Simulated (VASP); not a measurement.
# Pd: single point with PBE

Crystal: Pd.

```
Pd
1.0
     0.00000    2.00975    2.00975
     2.00975    0.00000    2.00975
     2.00975    2.00975    0.00000
Pd
1
Direct
  0.00000 0.00000 0.00000
```

```json
{"Program": "VASP 6.6.1", "Task": "single point", "Functional": "PBE", "Potentials or basis": "VASP PAW PBE potentials, release 64 (Pd)", "Cutoff": "520 eV", "k mesh": "24 × 24 × 24", "Occupations": "fermi-dirac, width 0.0612256 eV", "Spin": "no spin polarisation", "Dipole correction": "no", "Further INCAR settings": "ALGO = Normal; EDIFF = 1e-07; NBANDS = 11"}
```

```json
{
  "Pressure": "-8.4 GPa",
  "Band gap on the k mesh": "zero (bands 5 and 6 overlap by 1.35 eV)"
}
```

Levels at points of the mesh, in eV from the Fermi level:
| k point | band 3 | band 4 | band 5 | band 6 | band 7 | band 8 |
| --- | --- | --- | --- | --- | --- | --- |
| (0.00, 0.00, 0.00) | -2.44 | -2.44 | -1.06 | -1.06 | 17.09 | 21.33 |
| (0.50, 0.00, 0.00) | -2.47 | -0.04 | -0.04 | 1.21 | 6.59 | 16.43 |
| (0.50, 0.50, 0.00) | -0.07 | 0.23 | 0.23 | 3.35 | 9.81 | 12.68 |

It took 72 s on 1 thread of Intel Xeon 8259CL, with other jobs on the host, peak memory 0.2 GiB.

Caveat: the cell stands under tension.
